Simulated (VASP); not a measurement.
Runs of VASP 6.6.1 on AlNi (rocksalt type). The structure is that of space group Fm-3m (No. 225), or close to it. The cells are those of the table. 

```csv
cell,gap on the mesh (eV),pressure (GPa)
"a = 3.290 Å, angles 60.0°, 2 atoms",none,9.4
"a = 2.752 Å, angles 60.0°, 2 atoms",none,(b)
"a = 3.010 Å, angles 60.0°, 2 atoms",none,86.0
"a = 3.218 Å, angles 60.0°, 2 atoms",none,22.0
"a = 2.894 Å, angles 60.0°, 2 atoms",none,(a)
```

Alike in all rows: task single point; level LDA; potentials or basis VASP PAW LDA potentials, release 64 (Ni, Al); no spin polarisation; k mesh 15 × 15 × 15; cutoff (eV) 520; smearing fermi-dirac 0.1 eV.

Fill in the values left out.

(a) 149.2; (b) 273.0.

Caveats: the cell stands under pressure.

A gap of «none» marks levels without a gap at the run's occupations.
